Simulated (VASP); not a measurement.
LiOs2:

```
Li Os
1.0
     0.00000    3.39357    3.39357
     3.39357    0.00000    3.39357
     3.39357    3.39357    0.00000
Li Os
2 4
Direct
  0.00000 0.00000 0.00000
  0.25000 0.25000 0.25000
  0.62500 0.62500 0.62500
  0.12500 0.62500 0.62500
  0.62500 0.62500 0.12500
  0.62500 0.12500 0.62500
```

| Item | Value |
| --- | --- |
| Program | VASP 6.6.1 |
| Task | relaxation of cell and atoms |
| Functional | PBE |
| Potentials or basis | VASP PAW PBE potentials, release 64 (Li_sv, Os) |
| Cutoff | 600 eV |
| k mesh | 4 × 4 × 4 |
| Occupations | gaussian, width 0.1 eV |
| Spin | no spin polarisation |

At the start: pressure 60.0 GPa; volume 13.03 Å³/atom.

How do energy, volume and symmetry change on relaxing?

Over 5 steps the energy falls by 452.8 meV/atom and the volume is 15.91 Å³/atom (+22.1 %); space group Fd-3m (No. 227, to 0.05 Å).

The path:
| step | energy change (eV) | largest force (eV/Å) | pressure (GPa) | volume (Å³) |
| --- | --- | --- | --- | --- |
| 1 | 0.0000 | 0.0000 | 60.02 | 78.16 |
| 2 | 4.6159 | 0.0000 | -29.67 | 147.39 |
| 3 | -2.6666 | 0.0000 | -5.37 | 98.39 |
| 4 | -2.7136 | 0.0000 | -1.42 | 96.21 |
| 5 | -2.7168 | 0.0000 | 0.06 | 95.47 |

Final structure:
```xyz
6
Lattice="0.0000 3.6275 3.6275 3.6275 0.0000 3.6275 3.6275 3.6275 0.0000" Properties=species:S:1:pos:R:3 pbc="T T T"
Li    0.0000    0.0000    0.0000
Li    1.8138    1.8138    1.8138
Os    4.5344    4.5344    4.5344
Os    4.5344    2.7206    2.7206
Os    2.7206    2.7206    4.5344
Os    2.7206    4.5344    2.7206
```

Caveat: the k points lie up to 0.38 Å⁻¹ apart in the final cell; the cutoff is under 1.25 times the usual one of these potentials, so pressure, stress and relaxed cells hold a basis-set (Pulay) error; the volume moved by over 15 % at a fixed basis, so the end points are rough.
